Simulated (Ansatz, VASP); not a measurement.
One calculation of La, two programs

```
La
1.0
     3.75000    0.00000    0.00000
    -1.87500    3.24760    0.00000
     0.00000    0.00000    5.94860
La
2
Direct
  0.33333 0.66667 0.25000
  0.66667 0.33333 0.75000
```

Change from the starting cell: zz strain of -2 %, PAW files.

Alike in both runs: task electric field gradients; functional LDA; k mesh 11 × 11 × 6; occupations fermi-dirac, width 0.05 eV; no spin polarisation.

```csv
,VASP,Ansatz
version,VASP 6.6.1,Ansatz 0.2.0
potentials or method,"VASP PAW LDA potentials, release 64 (La)","PAW with Ansatz's default frozen-core files, scalar-relativistic"
plane-wave cutoff (eV),520,420
valence electrons in the cell,22,22
```

```tsv
	VASP	Ansatz	Ansatz less VASP
pressure (GPa)	-2.6	-2.6	+0.06
traceless stress, the component that is largest in VASP (GPa)	0.27	0.27	+0.004
size of Vzz on the site where it differs most (V/Å²)	27.3	25.2	-2.17
```

LDA's correlation is that of Perdew and Zunger in VASP and of Perdew and Wang (1992) in Ansatz.

Spin-orbit coupling is off throughout.
